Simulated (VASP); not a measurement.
Li2S:

```
Li S
1.0
     0.00000    2.85400    2.85400
     2.85400    0.00000    2.85400
     2.85400    2.85400    0.00000
Li S
2 1
Direct
  0.25000 0.25000 0.25000
  0.75000 0.75000 0.75000
  0.00000 0.00000 0.00000
```

Base run:

| Property | Result |
| --- | --- |
| Program | VASP 6.6.1 |
| Functional | PBE |
| Potentials or basis | VASP PAW PBE potentials, release 64 (Li_sv, S) |
| Cutoff | 750 eV |
| k mesh | 8 × 8 × 8 |
| Occupations | gaussian, width 0.05 eV |
| Spin | no spin polarisation |

Its results: band gap on the k mesh 3.39 eV (least direct gap 4.24 eV); pressure -0.2 GPa.

**Question.** The run is repeated on the same cell with these changes: functional from PBE to PBEsol. What comes out?

**Answer.** Band gap on the k mesh 3.22 eV (least direct gap 4.07 eV); pressure -1.2 GPa.

PBEsol binds more tightly than PBE, so the same cell stands under less pressure.

Caveats: the PAW data sets were made with another functional, which shifts forces and pressure a little (at least some runs).

A k mesh can miss the band edges.
